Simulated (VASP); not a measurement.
Here is a VASP 6.6.1 calculation.

The input INCAR:

```
SYSTEM = ScF3
  ALGO = Normal
  EDIFF = 1E-8
  ENCUT = 520
  GGA = CA
  ISIF = 2
  ISMEAR = -1
  LASPH = .TRUE.
  LCHARG = .FALSE.
  LEFG = .TRUE.
  LREAL = .FALSE.
  LWAVE = .FALSE.
  NBANDS = 24
  NELM = 80
  PREC = Accurate
  SIGMA = 0.02
```

File KPOINTS:

```
k-points
0
G
  6 6 6
  0 0 0
```

File POSCAR:

```
ScF3
1.0
    4.0124500000      0.0000000000      0.0000000000
    0.0000000000      4.0124500000      0.0000000000
    0.0000000000      0.0000000000      4.0124500000
Sc F
1 3
Direct
    0.0000000000      0.0000000000      0.0000000000
    0.5000000000      0.0000000000      0.0000000000
    0.0000000000      0.5000000000      0.0000000000
    0.0000000000      0.0000000000      0.5000000000
```

Potentials or basis: VASP PAW LDA potentials, release 64 (Sc_sv, F).

Run with:

```console
$ cat potpaw_LDA.64/Sc_sv/POTCAR potpaw_LDA.64/F/POTCAR > POTCAR
$ mpirun -np 1 vasp_std > vasp.out
```

(1) Estimate the band gap on the k mesh.

(2) Estimate the pressure.

Answers

(1) 6.18 eV, indirect (least direct gap 6.72 eV).

(2) -2.3 GPa.

Caveat: without QUAD_EFG the Cq values of the log hold for a quadrupole moment of 1 mb, not for the nuclei.
